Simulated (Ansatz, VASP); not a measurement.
Two plane-wave programs on GeI

```
Ge I
1.0
     3.78300    0.00000    0.00000
     0.00000    3.78300    0.00000
     0.00000    0.00000    3.76269
Ge I
1 1
Direct
  0.00000 0.00000 0.00000
  0.50000 0.50000 0.50000
```

Alike in both runs: functional PBE; k mesh 4 × 4 × 6; occupations gaussian, width 0.1 eV; no spin polarisation.

Ansatz relaxed the structure, and its values are those at the end. VASP's run is a single point on that final structure, the one shown.

|  | VASP | Ansatz |
| --- | --- | --- |
| version | VASP 6.6.1 | Ansatz 0.2.0 |
| potentials or method | VASP PAW PBE potentials, release 64 (Ge_d, I), cutoff 520 eV | scalar-relativistic, plane waves, PAW |
| valence electrons in the cell | 21 | 31 |

```tsv
	VASP	Ansatz	Ansatz less VASP
gap on the k mesh at the Fermi level (eV)	none	none	-
pressure (GPa)	0.1	0.1	+0.01
```

A gap of «none» marks a metal or a gap that the smearing closes. VASP's potentials hold 21 valence electrons a cell and Ansatz's 31, so a difference there can come from the potentials and not from the codes.

The k mesh is coarse, so the values compare programs but aren't converged. Spin-orbit coupling is off throughout.
